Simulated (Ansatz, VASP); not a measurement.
**Y: VASP beside Ansatz**

INCAR

```
ALGO = Fast
EDIFF = 1E-7
ENCUT = 520
GGA = PS
ISIF = 2
ISMEAR = 0
LASPH = True
LCHARG = False
LREAL = False
LWAVE = False
NBANDS = 12
NELM = 60
PREC = Accurate
SIGMA = 0.1
```

File KPOINTS:

```
k-points
0
Gamma
  14 14 14
```

File POSCAR:

```
Y
1.0
    0.0000000000      2.4633345527      2.4633345527
    2.4633345527      0.0000000000      2.4633345527
    2.4633345527      2.4633345527      0.0000000000
Y
1
Direct
    0.0000000000      0.0000000000      0.0000000000
```

Input for Ansatz:

```yaml
crystal:
  lattice:
    - [0.0, 2.4633345527, 2.4633345527]
    - [2.4633345527, 0.0, 2.4633345527]
    - [2.4633345527, 2.4633345527, 0.0]
  atoms:
    - { symbol: "Y", position: [0.0, 0.0, 0.0] }
basis:
  ecutwfc: 420
kpoints:
  mp_grid: { grid: [14, 14, 14] }
hamiltonian:
  xc: pbesol
scf:
  occupations: { method: gaussian, width: 0.1 }
output:
  forces: true
  stress: true
  eigenvalues: true
```

Alike in both runs: task single point; functional PBEsol; k mesh 14 × 14 × 14; occupations gaussian, width 0.1 eV; no spin polarisation.

|  | VASP | Ansatz |
| --- | --- | --- |
| version | VASP 6.6.1 | Ansatz 0.2.0 |
| potentials or method | VASP PAW PBE potentials, release 64 (Y_sv), cutoff 520 eV | scalar-relativistic, plane waves, PAW |
| valence electrons in the cell | 11 | 11 |

|  | VASP | Ansatz | Ansatz less VASP |
| --- | --- | --- | --- |
| gap on the k mesh at the Fermi level (eV) | none | none | - |
| pressure (GPa) | 1.2 | 1.3 | +0.16 |

VASP's potentials were made for PBE, not for PBEsol. A gap of «none» marks a metal or a gap that the smearing closes.
